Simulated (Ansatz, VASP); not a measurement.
## One calculation of SnO2, two programs

Contents of INCAR:

```
  PREC = Accurate
  ENCUT = 520
  EDIFF = 1E-6
  ISMEAR = 0
  SIGMA = 0.05
  LREAL = F
  LASPH = T
  NELM = 100
  ALGO = Normal
  ISIF = 2
  LWAVE = F
  LCHARG = F
  NBANDS = 64
```

KPOINTS

```
Automatic mesh
0
Gamma
  6 6 6
```

Contents of POSCAR:

```
SnO2
1.0
    3.3015000000      1.9061219137      3.9847000000
   -3.3015000000      1.9061219137      3.9847000000
    0.0000000000     -3.8122438274      3.9847000000
Sn O
4 8
Direct
    0.8645353782      0.8645353782      0.8645353782
    0.3648691645      0.3648691645      0.8648751974
    0.3648691645      0.8648751974      0.3648691645
    0.8648751974      0.3648691645      0.3648691645
    0.1199116729      0.6196051221      0.6196051221
    0.6196051221      0.1199116729      0.6196051221
    0.6196051221      0.6196051221      0.1199116729
    0.6099370359      0.6099370359      0.6099370359
    0.1198492242      0.1198492242      0.1198492242
    0.1096932183      0.1096932183      0.6100024814
    0.1096932183      0.6100024814      0.1096932183
    0.6100024814      0.1096932183      0.1096932183
```

Input for Ansatz:

```yaml
crystal:
  lattice:
    - [3.3015, 1.9061219137, 3.9847]
    - [-3.3015, 1.9061219137, 3.9847]
    - [0.0, -3.8122438274, 3.9847]
  atoms:
    - { symbol: Sn, position: [0.8645353782, 0.8645353782, 0.8645353782] }
    - { symbol: Sn, position: [0.3648691645, 0.3648691645, 0.8648751974] }
    - { symbol: Sn, position: [0.3648691645, 0.8648751974, 0.3648691645] }
    - { symbol: Sn, position: [0.8648751974, 0.3648691645, 0.3648691645] }
    - { symbol: O, position: [0.1199116729, 0.6196051221, 0.6196051221] }
    - { symbol: O, position: [0.6196051221, 0.1199116729, 0.6196051221] }
    - { symbol: O, position: [0.6196051221, 0.6196051221, 0.1199116729] }
    - { symbol: O, position: [0.6099370359, 0.6099370359, 0.6099370359] }
    - { symbol: O, position: [0.1198492242, 0.1198492242, 0.1198492242] }
    - { symbol: O, position: [0.1096932183, 0.1096932183, 0.6100024814] }
    - { symbol: O, position: [0.1096932183, 0.6100024814, 0.1096932183] }
    - { symbol: O, position: [0.6100024814, 0.1096932183, 0.1096932183] }
basis:
  ecutwfc: 520.0
kpoints:
  mp_grid: { grid: [6, 6, 6] }
hamiltonian:
  xc: lda
  pseudopotentials: { kind: paw, azcp: { folder: soft_1 } }
scf:
  occupations: { method: gaussian, width: 0.05 }
output:
  forces: true
  stress: true
  eigenvalues: true
```

Alike in both runs: task single point; functional LDA; k mesh 6 × 6 × 6; occupations gaussian, width 0.05 eV; no spin polarisation.

|  | VASP | Ansatz |
| --- | --- | --- |
| version | VASP 6.6.1 | Ansatz 0.2.0 |
| potentials or method | VASP PAW LDA potentials, release 64 (Sn_d, O), cutoff 520 eV | scalar-relativistic, plane waves, PAW |
| valence electrons in the cell | 104 | 104 |

Ansatz gave:

```
gap on the k mesh at the Fermi level (eV)                     : 0.92
least direct gap on the mesh (eV)                             : 0.92
pressure (GPa)                                                : -9.2
traceless stress, the component that is largest in VASP (GPa) : 5.26
rms of the force components (eV/Å)                            : 0.118
```

Q: What did VASP give for the same quantities?

A: gap on the k mesh at the Fermi level (eV): 0.92; least direct gap on the mesh (eV): 0.92; pressure (GPa): -8.2; traceless stress, the component that is largest in VASP (GPa): 4.53; rms of the force components (eV/Å): 0.085.

Ansatz warns that its potentials were made for another functional, while VASP's fit it. LDA's correlation is that of Perdew and Zunger in VASP and of Perdew and Wang (1992) in Ansatz. Atom by atom the forces differ by 0.033 eV/Å (rms over components).
